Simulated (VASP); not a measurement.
A run of VASP 6.6.1:

File INCAR:

```
SYSTEM = GaSb
ALGO = Normal ; EDIFF = 1E-7
ENCUT = 520 ; GGA = PS
ISIF = 2 ; ISMEAR = 0
ISYM = 0 ; LASPH = .TRUE.
LCHARG = .FALSE. ; LREAL = .FALSE.
LWAVE = .FALSE. ; NBANDS = 16
NELM = 60 ; PREC = Accurate
SIGMA = 0.1
```

KPOINTS

```
k-points
0
G
  9 9 10
  0 0 0
```

Contents of POSCAR:

```
GaSb
1.0
    4.3212908972      0.0000000000      0.0000000000
   -2.1606454486      3.7423476941      0.0000000000
    2.1606454486     -1.2474492314      3.5283192428
Ga Sb
1 1
Direct
    0.0000000000      0.0000000000      0.0000000000
    0.7500000000      0.2500000000      0.7500000000
```

Potentials or basis: VASP PAW PBE potentials, release 64 (Ga_d, Sb).

The run is started by

```bash
$ cat potpaw_PBE.64/Ga_d/POTCAR potpaw_PBE.64/Sb/POTCAR > POTCAR
$ mpirun -np 1 vasp_std > vasp.out
```

Hardware: 1 thread of AMD EPYC 7R13 Processor (Zen 3), with other jobs on the host.

How long does it take, and how much memory?

Wall time 3.2 min on 1 thread of AMD EPYC 7R13 Processor (Zen 3), on a shared host, peak memory 0.46 GiB. Counts: scf iterations 12, k points 406.
